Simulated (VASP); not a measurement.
# Ca3As (P4/mmm) in VASP: further runs, part 2 of 2

VASP 6.6.1. The steps go on from the part before.

### 5 Single point, PBE

This run uses another cell than the first one, of 45.17 Å³/atom.

Input file INCAR:

```
PREC = Accurate ; ENCUT = 520
EDIFF = 1E-6 ; ISMEAR = 0
SIGMA = 0.1 ; LREAL = F
LASPH = T ; NELM = 80
ALGO = Fast ; ISIF = 2
LWAVE = F ; LCHARG = F
GGA = PE ; NBANDS = 26
```

Input file KPOINTS:

```
Automatic mesh
0
Gamma
  8 8 8
```

Input file POSCAR:

```
Ca3As
1.0
    5.6193453967      0.0000000000      0.0000000000
    0.0000000000      5.6193453967      0.0000000000
    0.0000000000      0.0000000000      5.7224175752
Ca As
3 1
Direct
    0.0000000000      0.5000000000      0.5000000000
    0.5000000000      0.0000000000      0.5000000000
    0.0000000000      0.0000000000      0.0000000000
    0.5000000000      0.5000000000      0.5000000000
```

Potentials or basis: VASP PAW PBE potentials, release 64 (Ca_sv, As).

Started as:

```bash
$ cat potpaw_PBE.64/Ca_sv/POTCAR potpaw_PBE.64/As/POTCAR > POTCAR
$ mpirun -np 1 vasp_std > vasp.out
```

OUTCAR:

```text
PREC = Accurate
   ENCUT = 520
   EDIFF = 1E-6
   ISMEAR = 0
   LREAL = F
   LASPH = T
   NELM = 80
   ISIF = 2
   GGA = PE

 ion  position               nearest neighbor table
   1  0.000  0.500  0.500-   4 2.81   4 2.81
   2  0.500  0.000  0.500-   4 2.81   4 2.81
   3  0.000  0.000  0.000-
   4  0.500  0.500  0.500-   1 2.81   2 2.81   2 2.81   1 2.81

  LATTYP: Found a simple tetragonal cell.
 ALAT       =     5.6193453967
 C/A-ratio  =     1.0183423818

  Lattice vectors:

 A1 = (   5.6193453967,   0.0000000000,   0.0000000000)
 A2 = (   0.0000000000,   5.6193453967,   0.0000000000)
 A3 = (   0.0000000000,   0.0000000000,   5.7224175752)

Analysis of symmetry for initial positions (statically):
=====================================================================
 Subroutine PRICEL returns:
 Original cell was already a primitive cell.

 Routine SETGRP: Setting up the symmetry group for a
 simple tetragonal supercell.

 Subroutine GETGRP returns: Found 16 space group operations
 (whereof 16 operations were pure point group operations)
[... 167 lines left out ...]

  energy without entropy =      -11.09777602  energy(sigma->0) =      -11.10617837

 E-fermi :   1.3850     XC(G=0):  -7.1879

 val. band max:        1.3808428867   @ k =   0.5000   0.5000   0.3750
 cond. band min:       1.3901632372   @ k =   0.3750   0.1250   0.1250
 fundamental gap:      0.0093203504
 Fermi energy:         1.3849607440

 k-point     1 :       0.0000    0.0000    0.0000
  band No.  band energies     occupation
      1     -41.9895      2.00000
      2     -40.1623      2.00000
      3     -40.1540      2.00000
      4     -22.9697      2.00000
      5     -22.9697      2.00000
      6     -22.8757      2.00000
[... 685 lines left out ...]
     25       3.9879      0.00000
     26       4.1685      0.00000

 [... further k-points ...]

------------------------ aborting loop because EDIFF is reached ----------------------------------------

  FORCE on cell =-STRESS in cart. coord.  units (eV):
  Direction    XX          YY          ZZ          XY          YZ          ZX
  --------------------------------------------------------------------------------------
  -------------------------------------------------------------------------------------
  Total        0.0706384      0.0706384     -0.0411927      0.0000000      0.0000000     -0.0000000
  in kB        0.6263261      0.6263261     -0.3652410      0.0000000      0.0000000     -0.0000000
  external PRESSURE =       0.2958037 kB  Pullay stress =       0.0000000 kB

 VOLUME and BASIS-vectors are now :
 -----------------------------------------------------------------------------
  energy-cutoff  :      520.00
  volume of cell :      180.70
      direct lattice vectors                 reciprocal lattice vectors
     5.619345397  0.000000000  0.000000000     0.177956671  0.000000000  0.000000000
     0.000000000  5.619345397  0.000000000     0.000000000  0.177956671  0.000000000
     0.000000000  0.000000000  5.722417575     0.000000000  0.000000000  0.174751316

 POSITION                                       TOTAL-FORCE (eV/Angst)
 -----------------------------------------------------------------------------------
      0.00000      2.80967      2.86121         0.000000      0.000000      0.000000
      2.80967      0.00000      2.86121         0.000000      0.000000      0.000000
      0.00000      0.00000      0.00000         0.000000      0.000000      0.000000
      2.80967      2.80967      2.86121         0.000000      0.000000      0.000000
 -----------------------------------------------------------------------------------
    total drift:                                0.000000     -0.000000     -0.000000

  FREE ENERGIE OF THE ION-ELECTRON SYSTEM (eV)
  ---------------------------------------------------
  free  energy   TOTEN  =       -11.1145807300 eV

  energy  without entropy=      -11.0977760151  energy(sigma->0) =      -11.10617837
```

Wall time 9.3 min (1 thread of Intel Xeon Platinum 8488C (Sapphire Rapids), shared host); peak memory 0.49 GiB.

Results:

* Free energy: -11.1146 eV
* Pressure: 0.0 GPa
* Band gap on the k mesh: zero (an odd number of electrons rules out a gap without spin polarisation)

Levels at points of the mesh, in eV from the Fermi level:
| k point | band 16 | band 17 | band 18 | band 19 | band 20 | band 21 |
| --- | --- | --- | --- | --- | --- | --- |
| (0.00, 0.00, 0.00) | -1.31 | -0.98 | -0.09 | 0.22 | 0.79 | 0.79 |
| (0.50, 0.00, 0.00) | -1.14 | -0.96 | -0.52 | 0.31 | 0.98 | 1.16 |
| (0.50, 0.50, 0.00) | -1.45 | -1.20 | 0.29 | 0.29 | 1.00 | 1.00 |
| (0.00, 0.00, 0.50) | -1.25 | -1.25 | 0.49 | 0.74 | 1.13 | 1.13 |
| (0.50, 0.00, 0.50) | -1.36 | -1.26 | -0.11 | 0.17 | 0.70 | 1.07 |
| (0.50, 0.50, 0.50) | -1.75 | -0.69 | -0.29 | 0.45 | 0.45 | 0.62 |

### 6 Summary

```csv
task,cell,k mesh,cutoff (eV),gap on the mesh (eV),pressure (GPa)
single point,"a = 5.287, b = 5.287, c = 3.483 Å, 4 atoms",4 × 4 × 6,520,none,18.3
single point,"a = 5.613, b = 5.613, c = 5.742 Å, 4 atoms",4 × 4 × 6,520,none,0.1
relaxation of cell and atoms,"relaxed from a = 5.287, b = 5.287, c = 3.483 Å, 4 atoms",4 × 4 × 6,600,none,0.1
single point,"a = 5.619, b = 5.619, c = 5.722 Å, 4 atoms",8 × 8 × 8,520,none,0.0
```

Alike in all rows: level PBE; potentials or basis VASP PAW PBE potentials, release 64 (Ca_sv, As); no spin polarisation; smearing gaussian 0.1 eV.

Caveats: the stress differs along the axes, from 14 to 21 GPa (at least some runs); the volume moved by over 15 % at a fixed basis, so the end points are rough (at least some runs).

Absolute energies hang on the potentials; compare differences alone.

The gap in the log of VASP goes by the Fermi energy; the results here count the filled bands.